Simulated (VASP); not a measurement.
A run of VASP 6.6.1:

Contents of POSCAR:

```
GaN
1.0
    3.2785913828      0.0000000000      0.0000000000
   -1.6392956914      2.8393434261      0.0000000000
    0.0000000000      0.0000000000      5.0280883552
Ga N
2 2
Direct
    0.3333333333      0.6666666667      0.9991101046
    0.6666666667      0.3333333333      0.4991101046
    0.3333333333      0.6666666667      0.3758898954
    0.6666666667      0.3333333333      0.8758898954
```

The input INCAR.step1:

```
SYSTEM = GaN
  ALGO = Normal
  EDIFF = 1E-4
  ENCUT = 520
  GGA = PE
  ISMEAR = 0
  LASPH = .TRUE.
  LCHARG = .FALSE.
  LREAL = .FALSE.
  LWAVE = .TRUE.
  NBANDS = 26
  NELM = 80
  PREC = Accurate
  SIGMA = 0.05
```

Contents of INCAR.step2:

```
SYSTEM = GaN
  ALGO = Normal
  EDIFF = 1E-6
  ENCUT = 520
  ISIF = 2
  ISMEAR = 0
  ISTART = 1
  LASPH = .TRUE.
  LCHARG = .FALSE.
  LMIXTAU = .TRUE.
  LREAL = .FALSE.
  LWAVE = .FALSE.
  METAGGA = R2SCAN
  NBANDS = 26
  NELM = 80
  PREC = Accurate
  SIGMA = 0.05
```

KPOINTS

```
k-points
0
G
  12 12 6
  0 0 0
```

Potentials or basis: VASP PAW PBE potentials, release 64 (Ga_d, N).

Run with:

```console
$ cat potpaw_PBE.64/Ga_d/POTCAR potpaw_PBE.64/N/POTCAR > POTCAR
$ cp INCAR.step1 INCAR
$ mpirun -np 1 vasp_std > vasp.out
$ cp INCAR.step2 INCAR
$ mpirun -np 1 vasp_std > vasp.out
```

Hardware: 1 thread of Intel(R) Xeon(R) 6975P-C (Granite Rapids), with other jobs on the host.

Q: Estimate the wall time of this run.

A: It took 2.2 min on 1 thread of Intel(R) Xeon(R) 6975P-C (Granite Rapids), with other jobs on the host, peak memory 0.22 GiB. Counts: k points 76.
